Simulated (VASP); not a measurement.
A run of VASP 6.6.1 is set up as follows.

POSCAR

```
WSe
1.0
    4.0372571324      0.0000000000      0.0000000000
   -2.0186285662      3.4963672383      0.0000000000
    0.0000000000      0.0000000000      6.7531449163
W Se
2 2
Direct
    0.0000000000      0.0000000000      0.0000000000
    0.0000000000      0.0000000000      0.5000000000
    0.3333333333      0.6666666667      0.2500000000
    0.6666666667      0.3333333333      0.7500000000
```

File INCAR.step1:

```
PREC = Accurate ; ENCUT = 520
ISMEAR = 0 ; SIGMA = 0.1
LREAL = False ; LASPH = True
NELM = 150 ; ISPIN = 2
MAGMOM = 2.5 2.5 0 0 ; LMAXMIX = 4
LDAU = True ; LDAUTYPE = 2
LDAUL = 2 -1 ; LDAUU = 6.2 0
LDAUJ = 0 0 ; NBANDS = 32
GGA = PE ; ALGO = Normal
EDIFF = 1E-4 ; LWAVE = True
LCHARG = False
```

Contents of INCAR.step2:

```
PREC = Accurate ; ENCUT = 520
EDIFF = 1E-7 ; ISMEAR = 0
SIGMA = 0.1 ; LREAL = False
LASPH = True ; NELM = 150
ALGO = Normal ; ISIF = 2
LWAVE = False ; LCHARG = False
ISPIN = 2 ; MAGMOM = 2.5 2.5 0 0
LORBIT = 11 ; LMAXMIX = 4
LDAU = True ; LDAUTYPE = 2
LDAUL = 2 -1 ; LDAUU = 6.2 0
LDAUJ = 0 0 ; LDAUPRINT = 1
METAGGA = R2SCAN ; LMIXTAU = True
NBANDS = 32 ; ISTART = 1
```

The input KPOINTS:

```
Automatic mesh
0
Gamma
  12 12 6
```

Potentials or basis: VASP PAW PBE potentials, release 64 (W_sv, Se).

The run is started by

```bash
$ cat potpaw_PBE.64/W_sv/POTCAR potpaw_PBE.64/Se/POTCAR > POTCAR
$ cp INCAR.step1 INCAR
$ mpirun -np 1 vasp_std > vasp.out
$ cp INCAR.step2 INCAR
$ mpirun -np 1 vasp_std > vasp.out
```

(1) What does it give for the pressure?

(2) What does it give for the net moment?

(3) Predict the site moments.

## Answers

(1) -1.9 GPa.

(2) 7.99 μB per cell.

(3) W +3.33; Se -0.11 μB.

Caveat: the PAW data sets were made with another functional, which shifts forces and pressure a little.
